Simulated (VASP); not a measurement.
Zr: single point with PBEsol

Zr:

```
CELL_PARAMETERS angstrom
3.23200 0.00000 0.08484
-1.61600 2.79899 -0.04242
0.13511 0.00000 5.14700
ATOMIC_POSITIONS crystal
Zr 0.33333 0.66667 0.25000
Zr 0.66667 0.33333 0.75000
```

This cell differs from its parent crystal: strain +0.0525 x Voigt [0, 0, 0, 0, 1, 0].

```
Program             : VASP 6.6.1
Task                : single point
Functional          : PBEsol
Potentials or basis : VASP PAW PBE potentials, release 64 (Zr_sv)
Cutoff              : 520 eV
k mesh              : 18 × 18 × 10
Occupations         : gaussian, width 0.15 eV
Spin                : no spin polarisation
```

```json
{"Pressure": "-3.3 GPa", "Largest force": "0.009 eV/Å", "Band gap on the k mesh": "zero (bands 12 and 13 overlap by 1.27 eV)"}
```

Forces on the atoms (eV/Å):
```
Zr   0.000  0.009  0.000
Zr   0.000 -0.009  0.000
```

Stress tensor (GPa, compression positive):
```
-3.29  0.00 -1.27
 0.00 -3.60  0.00
-1.27  0.00 -2.89
```

Levels at points of the mesh, in eV from the Fermi level:
```tsv
k point	band 10	band 11	band 12	band 13	band 14	band 15
(0.00, 0.00, 0.00)	-3.02	0.88	0.88	0.98	1.22	1.55
(0.50, 0.00, 0.00)	-2.50	-2.12	-0.17	0.49	0.75	1.61
(0.00, 0.50, 0.00)	-2.50	-2.12	-0.19	0.43	0.80	1.63
(0.00, 0.00, 0.50)	-3.94	0.03	0.03	0.77	0.77	0.85
(0.50, 0.00, 0.50)	-2.83	-1.13	-0.94	1.44	1.88	2.17
(0.00, 0.50, 0.50)	-2.86	-1.04	-1.04	1.66	1.66	2.23
```

It took 19 min on 1 thread of Oxide Virtual Turin-like Processor (shared host), peak memory 0.62 GiB.

Caveat: the cell differs from its parent crystal (strain +0.0525 x Voigt [0, 0, 0, 0, 1, 0]); the cell stands under tension; the PAW data sets were made with another functional, which shifts forces and pressure a little.
